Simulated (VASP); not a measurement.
**BaTiO3: single point with PBE**

Crystal: BaTiO3.

```
Ba Ti O
1.0
     4.01925    0.00000    0.00000
     0.00000    4.01925    0.00000
     0.00000    0.00000    4.23026
Ba Ti O
1 1 3
Direct
  0.50000 0.50000 0.50000
  0.00000 0.00000 0.00000
  0.50000 0.00000 0.00000
  0.00000 0.50000 0.00000
  0.00000 0.00000 0.50000
```

This cell differs from its parent crystal: strain +0.0525 x Voigt [0, 0, 1, 0, 0, 0].

```yaml
Program: VASP 6.6.1
Task: single point
Functional: PBE
Potentials_or_basis: VASP PAW PBE potentials, release 64 (Ba_sv, Ti_sv, O)
Cutoff: 520 eV
k_mesh: 8 × 8 × 8
Occupations: gaussian, width 0.05 eV
Spin: no spin polarisation
```

- Pressure: -5.5 GPa
- Band gap on the k mesh: 1.53 eV, indirect (least direct gap 1.77 eV)

Stress tensor (GPa, compression positive):
```
 -3.22   0.00   0.00
  0.00  -3.22   0.00
  0.00   0.00 -10.10
```

Levels at points of the mesh, in eV from the valence-band top:
| k point | band 16 | band 17 | band 18 | band 19 | band 20 | band 21 | band 22 | band 23 | band 24 | band 25 |
| --- | --- | --- | --- | --- | --- | --- | --- | --- | --- | --- |
| (0.00, 0.00, 0.00) | -0.99 | -0.99 | -0.29 | -0.24 | -0.24 | 1.53 | 1.53 | 1.61 | 3.23 | 3.61 |
| (0.50, 0.00, 0.00) | -1.97 | -1.93 | -1.77 | -0.83 | -0.74 | 1.68 | 3.24 | 3.27 | 3.32 | 5.40 |
| (0.50, 0.50, 0.00) | -2.75 | -1.74 | -0.70 | -0.70 | -0.06 | 3.24 | 3.24 | 3.69 | 3.90 | 7.34 |
| (0.00, 0.00, 0.50) | -1.80 | -1.47 | -1.47 | -0.74 | -0.74 | 1.72 | 2.87 | 2.87 | 3.61 | 5.11 |
| (0.50, 0.00, 0.50) | -2.31 | -1.81 | -1.11 | -1.08 | -0.22 | 2.87 | 3.27 | 3.46 | 4.33 | 6.74 |
| (0.50, 0.50, 0.50) | -2.37 | -2.37 | -0.08 | -0.08 | 0.00 | 3.67 | 3.67 | 3.88 | 6.27 | 6.27 |

Run time: 2.8 min on 1 thread of AMD EPYC 7R43 64-Core Processor (Zen 3), on a shared host, peak memory 0.24 GiB.

Caveat: the cell differs from its parent crystal (strain +0.0525 x Voigt [0, 0, 1, 0, 0, 0]); spin-orbit coupling is left out, which moves the levels of the heavy elements. A k mesh can miss the band edges.
